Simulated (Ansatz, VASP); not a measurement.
## Cu: VASP beside Ansatz

```
Cu
1.0
     2.26119    0.00000    0.00000
     0.00000    2.26119    0.00000
     0.00000    0.00000    2.26119
Cu
1
Direct
  0.00000 0.00000 0.00000
```

Change from the starting cell: volume scaled by 0.88, LAPW.

Alike in both runs: task single point; functional PBEsol; k mesh 18 × 18 × 18; occupations fermi-dirac, width 0.08 eV; no spin polarisation.

|  | VASP | Ansatz |
| --- | --- | --- |
| version | VASP 6.6.1 | Ansatz 0.2.0 |
| potentials or method | VASP PAW PBE potentials, release 64 (Cu), cutoff 520 eV | all-electron LAPW, scalar-relativistic |

```tsv
	VASP	Ansatz	Ansatz less VASP
pressure (GPa)	22.2	21.8	-0.39
```

VASP's potentials were made for PBE, not for PBEsol. Ansatz ran all-electron here, and VASP with PAW potentials.
